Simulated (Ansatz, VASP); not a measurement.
Mg: VASP beside Ansatz

```xyz
2
Lattice="3.1953 0.0000 0.0000 -1.5977 2.7672 0.0000 0.0000 0.0000 5.1879" Properties=species:S:1:pos:R:3 pbc="T T T"
Mg    0.0000    1.8448    1.2970
Mg    1.5977    0.9224    3.8910
```

Alike in both runs: task single point; functional PBE; k mesh 11 × 11 × 6; occupations gaussian, width 0.2 eV; no spin polarisation.

```csv
,VASP,Ansatz
version,VASP 6.6.1,Ansatz 0.2.0
potentials or method,"VASP PAW PBE potentials, release 64 (Mg), cutoff 520 eV","plane waves (420 eV) with PAW, scalar-relativistic"
valence electrons in the cell,4,20
```

|  | VASP | Ansatz | Ansatz less VASP |
| --- | --- | --- | --- |
| pressure (GPa) | -0.1 | 0.0 | +0.13 |

VASP's potentials hold 4 valence electrons a cell and Ansatz's 20, so a difference there can come from the potentials and not from the codes.
